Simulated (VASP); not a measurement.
# Ta4C3 (R3m) in VASP: a series of runs

The runs below take Ta4C3 through single point, with PBEsol.

Program: VASP 6.6.1. These are calculated values, not measurements. Logs are shortened: lines on timing, memory, paths and dates and some standing lists are left out, and cuts for length are marked.

## 1. The cell of the first run

Symmetry: R3m, No. 160, trigonal system. Conventional cell: a = 2.973 Å, b = 2.973 Å, c = 29.246 Å, α = 90.00°, β = 90.00°, γ = 120.00°. Ta (site symmetry 3m) has 6 C at 2.15 Å within 2.8 Å. Within 2.7 Å of Ta (site symmetry 3m) lie 3 C at 2.07 Å. Ta (site symmetry 3m) has 3 C at 2.09 Å and 12 Ta at 2.87 to 2.98 Å within 3.0 Å. Ta (site symmetry 3m) has 6 C at 2.11 to 2.13 Å within 2.8 Å. Within 2.8 Å of C (site symmetry 3m) lie 6 Ta at 2.09 to 2.11 Å. C (site symmetry 3m) has 6 Ta at 2.07 to 2.15 Å and 1 C at 2.59 Å within 2.7 Å. C (site symmetry 3m) has 6 Ta at 2.13 to 2.15 Å and 1 C at 2.59 Å within 2.8 Å.

## 2. Single point, PBEsol (10.66 Å³/atom)

File INCAR:

```
SYSTEM = Ta4C3
  PREC = Accurate
  ENCUT = 520
  EDIFF = 1E-7
  ISMEAR = 0
  SIGMA = 0.1
  LREAL = .FALSE.
  LASPH = .TRUE.
  NELM = 80
  ALGO = Normal
  ISIF = 2
  LWAVE = .FALSE.
  LCHARG = .FALSE.
  GGA = PS
  NBANDS = 37
```

File KPOINTS:

```
regular mesh
0
G
  12 12 12
  0 0 0
```

File POSCAR:

```
Ta4C3
1.0
    1.4862897799      0.8581098046      9.7486006667
   -1.4862897799      0.8581098046      9.7486006667
    0.0000000000     -1.7162196091      9.7486006667
Ta C
4 3
Direct
    0.3732439647      0.3732439647      0.3732439647
    0.6229136274      0.6229136274      0.6229136274
    0.2109422237      0.2109422237      0.2109422237
    0.7944544991      0.7944544991      0.7944544991
    0.5032520789      0.5032520789      0.5032520789
    0.9957325244      0.9957325244      0.9957325244
    0.0844610916      0.0844610916      0.0844610916
```

Potentials or basis: VASP PAW PBE potentials, release 64 (Ta_pv, C).

Launch:

```sh
$ cat potpaw_PBE.64/Ta_pv/POTCAR potpaw_PBE.64/C/POTCAR > POTCAR
$ mpirun -np 1 vasp_std > vasp.out
```

OUTCAR:

```text
SYSTEM = Ta4C3
   PREC = Accurate
   ENCUT = 520
   EDIFF = 1E-7
   ISMEAR = 0
   LREAL = .FALSE.
   LASPH = .TRUE.
   NELM = 80
   ISIF = 2
   GGA = PS

 ion  position               nearest neighbor table
   1  0.373  0.373  0.373-   6 2.15   6 2.15   6 2.15   7 2.15   7 2.15   7 2.15   2 2.99   2 2.99
                             2 2.99   4 3.09   4 3.09   4 3.09
   2  0.623  0.623  0.623-   6 2.07   6 2.07   6 2.07   3 2.87   3 2.87   3 2.87   1 2.99   1 2.99
                             1 2.99
   3  0.211  0.211  0.211-   5 2.09   5 2.09   5 2.09   2 2.87   2 2.87   2 2.87   4 2.98   4 2.98
                             4 2.98
   4  0.794  0.794  0.794-   5 2.11   5 2.11   5 2.11   7 2.13   7 2.13   7 2.13   3 2.98   3 2.98
                             3 2.98   1 3.09   1 3.09   1 3.09
   5  0.503  0.503  0.503-   3 2.09   3 2.09   3 2.09   4 2.11   4 2.11   4 2.11
   6  0.996  0.996  0.996-   2 2.07   2 2.07   2 2.07   1 2.15   1 2.15   1 2.15
   7  0.084  0.084  0.084-   4 2.13   4 2.13   4 2.13   1 2.15   1 2.15   1 2.15

  LATTYP: Found a trigonal (rhomboedric) cell.
 ALAT       =     9.8985162881
 COS(alpha) =     0.9549082828

  Lattice vectors:

 A1 = (   1.4862897799,   0.8581098046,   9.7486006667)
 A2 = (  -1.4862897799,   0.8581098046,   9.7486006667)
 A3 = (   0.0000000000,  -1.7162196091,   9.7486006667)

Analysis of symmetry for initial positions (statically):
=====================================================================
 Subroutine PRICEL returns:
 Original cell was already a primitive cell.

 Routine SETGRP: Setting up the symmetry group for a
 trigonal (rhombohedral) supercell.

 Subroutine GETGRP returns: Found  6 space group operations
 (whereof  6 operations were pure point group operations)
 out of a pool of 12 trial point group operations.

The static configuration has the point symmetry C_3v.

Analysis of symmetry for dynamics (positions and initial velocities):
=====================================================================
 Subroutine PRICEL returns:
 Original cell was already a primitive cell.

 Routine SETGRP: Setting up the symmetry group for a
 trigonal (rhombohedral) supercell.

 Subroutine GETGRP returns: Found  6 space group operations
 (whereof  6 operations were pure point group operations)
 out of a pool of 12 trial point group operations.

The dynamic configuration has the point symmetry C_3v.

 Subroutine INISYM returns: Found  6 space group operations
 (whereof  6 operations are pure point group operations),
 and found     1 'primitive' translations

[... 109 lines left out ...]
   NFREE  =      0    steps in history (QN), initial steepest desc. (CG)
   ISIF   =      2    stress and relaxation
   ISYM   =      2    0-nonsym 1-usesym 2-fastsym
   POTIM  = 0.5000    time-step for ionic-motion
   TEBEG  =    0.0;   TEEND  =   0.0 temperature during run
   PSTRESS=    0.0 pullay stress
   NELECT =      56.0000    total number of electrons
   NUPDOWN=      -1.0000    fix difference up-down
   EMIN   =  10.00;   EMAX   =-10.00  energy-range for DOS
   EFERMI =   0.00;   METHOD = LEGACY
   ISMEAR =     0;   SIGMA  =   0.10  broadening in eV -4-tet -1-fermi 0-gaus
   EFERMI_NEDOS =   21; number of points for ismear=-14 and -15
   IALGO  =     38    algorithm
   IMIX   =      4    mixing-type and parameters
     AMIX     =   0.40;   BMIX     =  1.00
     AMIX_MAG =   1.60;   BMIX_MAG =  1.00
  volume/ion in A,a.u.               =      10.66        71.92
  Fermi-wavevector in a.u.,A,eV,Ry     =   1.487845  2.811618 30.118962  2.213681
  Thomas-Fermi vector in A             =   2.600954
   LORBIT       =      0    0 simple, 1 ext, 2 COOP (PROOUT), +10 PAW based schemes
   GGA     = PS    functional components
   LHFCALC =     F    Hartree Fock is set to
   AEXX    =    0.0000 exact exchange contribution
   IVDW    =     0    specifies the selected vdW correction
   LEPSILON=     F    determine dielectric tensor
   LRPA    =     F    only Hartree local field effects (RPA)
 non-spin polarized calculation
 Gauss-broadening in eV      SIGMA  =   0.10
  energy-cutoff  :      520.00
  volume of cell :       74.60
 maximum number of plane-waves:      2053
 NGX is ok and might be reduce to    80
   NGX = 37   NGY = 37   NGZ = 37

 number of electron      56.0000002 magnetization

 Free energy of the ion-electron system (eV)
  ---------------------------------------------------
  ext. energy  EPLUGINS =         0.00000000
  ---------------------------------------------------
  free energy    TOTEN  =       -82.03937755 eV

  energy without entropy =      -82.02715780  energy(sigma->0) =      -82.03326767

 E-fermi :   8.5918     XC(G=0): -13.8343

 val. band max:        8.5910854041   @ k =   0.5000   0.4167   0.2500
 cond. band min:       8.5944658769   @ k =  -0.4167   0.3333  -0.0000
 fundamental gap:      0.0033804729
 Fermi energy:         8.5918451329

 k-point     1 :       0.0000    0.0000    0.0000
  band No.  band energies     occupation
      1     -26.7012      2.00000
      2     -26.1827      2.00000
      3     -25.8345      2.00000
      4     -25.8345      2.00000
      5     -25.7723      2.00000
      6     -25.5499      2.00000
[... 949 lines left out ...]
     36      14.0204      0.00000
     37      14.3755      0.00000

 [... further k-points ...]

------------------------ aborting loop because EDIFF is reached ----------------------------------------

  FORCE on cell =-STRESS in cart. coord.  units (eV):
  Direction    XX          YY          ZZ          XY          YZ          ZX
  --------------------------------------------------------------------------------------
  -------------------------------------------------------------------------------------
  Total       23.9796409     23.9796409     24.0262644      0.0000000      0.0000000      0.0000000
  in kB      515.0072837    515.0072837    516.0086093      0.0000000      0.0000000      0.0000000
  external PRESSURE =     515.3410589 kB  Pullay stress =       0.0000000 kB

 VOLUME and BASIS-vectors are now :
 -----------------------------------------------------------------------------
  energy-cutoff  :      520.00
  volume of cell :       74.60
      direct lattice vectors                 reciprocal lattice vectors
     1.486289780  0.858109805  9.748600667     0.336408153  0.194225338  0.034192942
    -1.486289780  0.858109805  9.748600667    -0.336408153  0.194225338  0.034192942
     0.000000000 -1.716219609  9.748600667     0.000000000 -0.388450676  0.034192942

 POSITION                                       TOTAL-FORCE (eV/Angst)
 -----------------------------------------------------------------------------------
      0.00000      0.00000     10.91582         0.000000      0.000000      0.002351
      0.00000      0.00000     18.21761         0.000000     -0.000000     -0.073516
      0.00000      0.00000      6.16917         0.000000      0.000000      0.068825
      0.00000      0.00000     23.23446         0.000000     -0.000000     -0.006895
      0.00000      0.00000     14.71801         0.000000      0.000000      0.006932
      0.00000      0.00000     29.12100         0.000000      0.000000      0.006570
      0.00000      0.00000      2.47013         0.000000     -0.000000     -0.004267
 -----------------------------------------------------------------------------------
    total drift:                               -0.000000     -0.000000     -0.000056

  FREE ENERGIE OF THE ION-ELECTRON SYSTEM (eV)
  ---------------------------------------------------
  free  energy   TOTEN  =       -82.0393775502 eV

  energy  without entropy=      -82.0271577991  energy(sigma->0) =      -82.03326767
```

OSZICAR:

```text
N       E                     dE             d eps       ncg     rms          rms(c)
DAV:   1     0.530995229211E+03    0.53100E+03   -0.30593E+04 13986   0.162E+03
DAV:   2    -0.593770258480E+02   -0.59037E+03   -0.57471E+03 15303   0.477E+02
DAV:   3    -0.917279041818E+02   -0.32351E+02   -0.31820E+02 17632   0.101E+02
DAV:   4    -0.923712498372E+02   -0.64335E+00   -0.64074E+00 17612   0.136E+01
DAV:   5    -0.923806099872E+02   -0.93602E-02   -0.93517E-02 17427   0.155E+00    0.580E+01
DAV:   6    -0.823744601624E+02    0.10006E+02   -0.45986E+01 17322   0.321E+01    0.257E+01
DAV:   7    -0.822930903479E+02    0.81370E-01   -0.51834E+00 17455   0.127E+01    0.882E+00
DAV:   8    -0.822629414989E+02    0.30149E-01   -0.50722E+00 17919   0.119E+01    0.334E+00
DAV:   9    -0.820390368440E+02    0.22390E+00   -0.12831E+00 17959   0.757E+00    0.613E-01
DAV:  10    -0.820400649274E+02   -0.10281E-02   -0.60823E-02 17469   0.153E+00    0.299E-01
DAV:  11    -0.820394621456E+02    0.60278E-03   -0.75155E-03 17574   0.515E-01    0.142E-01
DAV:  12    -0.820393913683E+02    0.70777E-04   -0.89617E-04 17125   0.210E-01    0.655E-02
DAV:  13    -0.820393789479E+02    0.12420E-04   -0.17206E-04 17934   0.811E-02    0.187E-02
DAV:  14    -0.820393789844E+02   -0.36525E-07   -0.21755E-05 17503   0.287E-02    0.755E-03
DAV:  15    -0.820393780408E+02    0.94364E-06   -0.40183E-06 17378   0.135E-02    0.305E-03
DAV:  16    -0.820393776850E+02    0.35579E-06   -0.52696E-07 15605   0.549E-03    0.144E-03
DAV:  17    -0.820393775346E+02    0.15045E-06   -0.25177E-07 12908   0.280E-03    0.426E-04
DAV:  18    -0.820393775502E+02   -0.15610E-07   -0.22859E-08  9578   0.101E-03
   1 F= -.82039378E+02 E0= -.82033268E+02  d E =-.122198E-01
```

It took 73 min on 1 thread of Intel Xeon Platinum 8488C (Sapphire Rapids), shared host; peak memory 1.2 GiB.

Results:

```
Free energy            : -82.0394 eV
Pressure               : 51.5 GPa
Largest force          : 0.074 eV/Å
Band gap on the k mesh : zero (bands 28 and 29 overlap by 0.51 eV)
```

Forces in eV/Å, atoms in the order of the input:
```
Ta   0.000  0.000  0.002
Ta   0.000  0.000 -0.074
Ta   0.000  0.000  0.069
Ta   0.000  0.000 -0.007
C    0.000  0.000  0.007
C    0.000  0.000  0.007
C    0.000  0.000 -0.004
```

Caveat: the cell stands under pressure; the PAW data sets were made with another functional, which shifts forces and pressure a little; spin-orbit coupling is left out, which moves the levels of the heavy elements.

## 3. Single point, PBEsol (11.02 Å³/atom)

This run uses another cell than the first one, of 11.02 Å³/atom.

File INCAR:

```
SYSTEM = Ta4C3
PREC = Accurate ; ENCUT = 520
EDIFF = 1E-6 ; ISMEAR = 0
SIGMA = 0.1 ; LREAL = .False.
LASPH = .True. ; NELM = 60
ALGO = Normal ; ISIF = 2
LWAVE = .False. ; LCHARG = .True.
GGA = PS ; LELF = .True.
LVHAR = .True. ; NBANDS = 37
```

File KPOINTS:

```
Automatic mesh
0
Gamma
  12 12 12
  0 0 0
```

File POSCAR:

```
Ta4C3
1.0
    1.5031549537      0.8678469172      9.8559951015
   -1.5031549537      0.8678469172      9.8559951015
    0.0000000000     -1.7356938343      9.8559951015
Ta C
4 3
Direct
    0.3732629944      0.3732629944      0.3732629944
    0.6232832984      0.6232832984      0.6232832984
    0.2106432175      0.2106432175      0.2106432175
    0.7944419812      0.7944419812      0.7944419812
    0.5030776835      0.5030776835      0.5030776835
    0.9958081702      0.9958081702      0.9958081702
    0.0844826646      0.0844826646      0.0844826646
```

Potentials or basis: VASP PAW PBE potentials, release 64 (Ta_pv, C).

Launch:

```sh
$ cat potpaw_PBE.64/Ta_pv/POTCAR potpaw_PBE.64/C/POTCAR > POTCAR
$ mpirun -np 1 vasp_std > vasp.out
```

Wall time 59 min (1 thread of Intel Xeon Platinum 8488C (Sapphire Rapids), shared host); peak memory 1.1 GiB.

Results (log left out):

* Free energy: -82.7283 eV
* Pressure: 35.7 GPa
* Largest force: 0.070 eV/Å
* Band gap on the k mesh: zero (bands 28 and 29 overlap by 0.45 eV)

Forces in eV/Å, atoms in the order of the input:
```
Ta   0.000  0.000  0.001
Ta   0.000  0.000 -0.070
Ta   0.000  0.000  0.061
Ta   0.000  0.000 -0.004
C    0.000  0.000  0.006
C    0.000  0.000  0.006
C    0.000  0.000 -0.001
```

Levels at points of the mesh, in eV from the Fermi level:
| k point | band 25 | band 26 | band 27 | band 28 | band 29 | band 30 | band 31 | band 32 |
| --- | --- | --- | --- | --- | --- | --- | --- | --- |
| (0.00, 0.00, 0.00) | -2.41 | -0.79 | -0.56 | -0.56 | 0.84 | 0.84 | 1.33 | 1.37 |
| (0.50, 0.00, 0.00) | -2.31 | -1.91 | -0.70 | -0.18 | 1.70 | 2.27 | 2.27 | 4.06 |
| (0.50, 0.50, 0.00) | -2.57 | -1.85 | -0.69 | 0.04 | 0.92 | 2.76 | 3.13 | 3.95 |
| (0.50, 0.50, 0.50) | -1.89 | -1.37 | -0.58 | -0.58 | 0.66 | 0.66 | 0.96 | 0.96 |

Caveat: the cell stands under pressure; the PAW data sets were made with another functional, which shifts forces and pressure a little; spin-orbit coupling is left out, which moves the levels of the heavy elements.
